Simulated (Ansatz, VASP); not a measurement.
## SiNi in VASP and in Ansatz

```
CELL_PARAMETERS angstrom
5.15126 0.00000 0.00000
0.00000 3.37776 0.00000
0.00000 0.00000 5.61873
ATOMIC_POSITIONS crystal
Si 0.32135 0.75000 0.08417
Si 0.17865 0.25000 0.58417
Si 0.82135 0.75000 0.41583
Si 0.67865 0.25000 0.91583
Ni 0.00831 0.25000 0.18845
Ni 0.49169 0.75000 0.68845
Ni 0.50831 0.25000 0.31155
Ni 0.99169 0.75000 0.81155
```

Alike in both runs: functional PBE; k mesh 8 × 10 × 6; occupations gaussian, width 0.05 eV; no spin polarisation.

Ansatz relaxed the structure, and its values are those at the end. VASP's run is a single point on that final structure, the one shown.

|  | VASP | Ansatz |
| --- | --- | --- |
| version | VASP 6.6.1 | Ansatz 0.2.0 |
| potentials or method | VASP PAW PBE potentials, release 64 (Si, Ni) | scalar-relativistic, plane waves, PAW |
| plane-wave cutoff (eV) | 520 | 420 |
| valence electrons in the cell | 56 | 88 |

VASP gave:

```
gap on the k mesh at the Fermi level (eV) : none
pressure (GPa)                            : 0.0
rms of the force components (eV/Å)        : 0.005
```

Q: Which values does Ansatz return?

A: gap on the k mesh at the Fermi level (eV): none; pressure (GPa): 0.0; rms of the force components (eV/Å): 0.001.

A gap of «none» marks a metal or a gap that the smearing closes. With one functional, cell and mesh, what is left measures potentials, basis and numerics. VASP's potentials hold 56 valence electrons a cell and Ansatz's 88, so a difference there can come from the potentials and not from the codes.
